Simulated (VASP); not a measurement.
Here is a VASP 6.6.1 calculation.

INCAR

```
SYSTEM = Ca
PREC = Accurate
ENCUT = 520
EDIFF = 1E-6
ISMEAR = 0
SIGMA = 0.15
LREAL = .False.
LASPH = .True.
NELM = 100
ALGO = Fast
ISIF = 2
LWAVE = .False.
LCHARG = .True.
GGA = PS
LELF = .True.
LVHAR = .True.
NBANDS = 11
```

The input KPOINTS:

```
Automatic mesh
0
Gamma
  14 14 14
  0 0 0
```

POSCAR

```
Ca
1.0
    0.0000000000      2.7522870000      2.7522870000
    2.7522870000      0.0000000000      2.7522870000
    2.7522870000      2.7522870000      0.0000000000
Ca
1
Direct
    0.0000000000      0.0000000000      0.0000000000
```

Potentials or basis: VASP PAW PBE potentials, release 64 (Ca_sv).

Command:

```bash
$ cat potpaw_PBE.64/Ca_sv/POTCAR > POTCAR
$ mpirun -np 1 vasp_std > vasp.out
```

(1) Predict the band gap on the k mesh.

(2) Predict the pressure.

## Answers

(1) zero (band 5 reaches 2.08 eV, above the bottom of band 6 at 1.79 eV).

(2) -0.4 GPa.

Caveat: the cell differs from its parent crystal (strain -0.015 along x and y, -0.015 along z); the PAW data sets were made with another functional, which shifts forces and pressure a little.
